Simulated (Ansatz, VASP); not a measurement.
## One calculation of Si, two programs

INCAR

```
SYSTEM = Si
PREC = Accurate
ENCUT = 520
EDIFF = 1E-6
ISMEAR = 0
SIGMA = 0.03
LREAL = .FALSE.
LASPH = .TRUE.
NELM = 100
ALGO = Fast
ISIF = 2
LWAVE = .FALSE.
LCHARG = .FALSE.
GGA = CA
NBANDS = 36
```

Contents of KPOINTS:

```
Automatic mesh
0
G
  10 10 4
  0 0 0
```

File POSCAR:

```
Si
1.0
    2.9114685767     -6.2041107909      0.0000000000
    1.3152903975      5.6342107045      0.0000000000
    0.0000000000      0.0000000000     12.5702440454
Si
12
Direct
    0.7570666288      0.2429333712      0.9449750226
    0.2429333712      0.7570666288      0.0550249774
    0.7570666288      0.2429333712      0.5550249774
    0.2429333712      0.7570666288      0.4449750226
    0.4287015211      0.5712984789      0.1572276936
    0.5712984789      0.4287015211      0.8427723064
    0.4287015211      0.5712984789      0.3427723064
    0.5712984789      0.4287015211      0.6572276936
    0.9711041075      0.0288958925      0.9092746508
    0.0288958925      0.9711041075      0.0907253492
    0.9711041075      0.0288958925      0.5907253492
    0.0288958925      0.9711041075      0.4092746508
```

Input for Ansatz:

```yaml
crystal:
  lattice:
    - [2.9114685767, -6.2041107909, 0.0]
    - [1.3152903975, 5.6342107045, 0.0]
    - [0.0, 0.0, 12.5702440454]
  atoms:
    - { symbol: Si, position: [0.7570666288, 0.2429333712, 0.9449750226] }
    - { symbol: Si, position: [0.2429333712, 0.7570666288, 0.0550249774] }
    - { symbol: Si, position: [0.7570666288, 0.2429333712, 0.5550249774] }
    - { symbol: Si, position: [0.2429333712, 0.7570666288, 0.4449750226] }
    - { symbol: Si, position: [0.4287015211, 0.5712984789, 0.1572276936] }
    - { symbol: Si, position: [0.5712984789, 0.4287015211, 0.8427723064] }
    - { symbol: Si, position: [0.4287015211, 0.5712984789, 0.3427723064] }
    - { symbol: Si, position: [0.5712984789, 0.4287015211, 0.6572276936] }
    - { symbol: Si, position: [0.9711041075, 0.0288958925, 0.9092746508] }
    - { symbol: Si, position: [0.0288958925, 0.9711041075, 0.0907253492] }
    - { symbol: Si, position: [0.9711041075, 0.0288958925, 0.5907253492] }
    - { symbol: Si, position: [0.0288958925, 0.9711041075, 0.4092746508] }
basis:
  ecutwfc: 420
kpoints:
  mp_grid: { grid: [10, 10, 4] }
hamiltonian:
  xc: lda
  pseudopotentials: { kind: paw, azcp: { folder: soft_1 } }
scf:
  occupations: { method: gaussian, width: 0.03 }
output:
  forces: true
  stress: true
  eigenvalues: true
  write_density: true
  write_potential: true
  elf: true
  volumetric_format: npy
```

Change from the starting cell: engineering shear strain xy -0.3000, equal normal strain along x and y +0.1125.

Alike in both runs: task single point; functional LDA; k mesh 10 × 10 × 4; occupations gaussian, width 0.03 eV; no spin polarisation.

|  | VASP | Ansatz |
| --- | --- | --- |
| version | VASP 6.6.1 | Ansatz 0.2.0 |
| potentials or method | VASP PAW LDA potentials, release 64 (Si), cutoff 520 eV | scalar-relativistic, plane waves, PAW |
| valence electrons in the cell | 48 | 48 |

```csv
,VASP,Ansatz,Ansatz less VASP
gap on the k mesh at the Fermi level (eV),none,none,-
pressure (GPa),-9.1,-9.1,-0.01
"traceless stress, the component that is largest in VASP (GPa)",10.31,10.28,-0.026
rms of the force components (eV/Å),0.382,0.380,-0.0019
```

Ansatz warns that its potentials were made for another functional, while VASP's fit it. LDA's correlation is that of Perdew and Zunger in VASP and of Perdew and Wang (1992) in Ansatz. Atom by atom the forces differ by 0.003 eV/Å (rms over components). A gap of «none» marks a metal or a gap that the smearing closes.
